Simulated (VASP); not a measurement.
TaSi2:

```xyz
3
Lattice="3.1971 0.0000 0.0000 -1.5985 2.7687 0.0000 0.0000 0.0000 5.2414" Properties=species:S:1:pos:R:3 pbc="T T T"
Ta    0.0000    0.0000    0.0000
Si    0.0000    1.8458    1.3103
Si    1.5985    0.9229    3.9310
```

* Program: VASP 6.6.1
* Task: relaxation of cell and atoms
* Functional: PBE
* Potentials or basis: VASP PAW PBE potentials, release 64 (Ta_pv, Si)
* Cutoff: 600 eV
* k mesh: 6 × 6 × 4
* Occupations: gaussian, width 0.1 eV
* Spin: no spin polarisation

At the start: pressure 59.1 GPa; volume 15.47 Å³/atom.

Task: How do energy, volume and symmetry change on relaxing?

Result: Over 17 steps the energy falls by 1634.9 meV/atom; space group P-3m1 (No. 164, to 0.05 Å).

Step by step:
```tsv
step	energy change (eV)	largest force (eV/Å)	pressure (GPa)	volume (Å³)
1	0.0000	7.6598	59.15	46.40
2	1.5055	1.5352	-20.50	96.23
3	-3.0453	0.4548	-9.86	62.37
4	-3.1271	0.9418	-6.13	60.24
5	-3.1411	1.3001	-3.26	58.85
6	-3.3983	1.2839	-3.56	56.48
7	-4.4821	1.4133	-1.91	49.48
8	-1.1433	8.0377	74.87	36.22
9	-4.7735	0.8676	0.17	47.44
10	-4.8620	0.2135	6.98	44.62
11	-4.8785	0.1905	4.45	45.46
12	-4.6630	0.7354	-7.90	48.64
13	-4.9013	0.2105	0.65	46.20
14	-4.9015	0.1875	0.93	46.14
15	-4.9030	0.0309	-1.16	46.84
16	-4.9043	0.0566	-0.33	46.55
17	-4.9047	0.0348	0.26	46.38
```

Final structure:
```cif
data_structure
_symmetry_space_group_name_H-M 'P 1'
_symmetry_Int_Tables_number 1
_cell_length_a 2.9502
_cell_length_b 2.9502
_cell_length_c 6.1532
_cell_angle_alpha 90.000
_cell_angle_beta 90.000
_cell_angle_gamma 120.000
_cell_volume 46.38
loop_
_atom_site_label
_atom_site_type_symbol
_atom_site_fract_x
_atom_site_fract_y
_atom_site_fract_z
_atom_site_occupancy
Ta1 Ta 0.00000 0.00000 0.00000 1
Si1 Si 0.33333 0.66667 0.34230 1
Si2 Si 0.66667 0.33333 0.65770 1
```

Caveat: the k points lie up to 0.41 Å⁻¹ apart in the final cell.
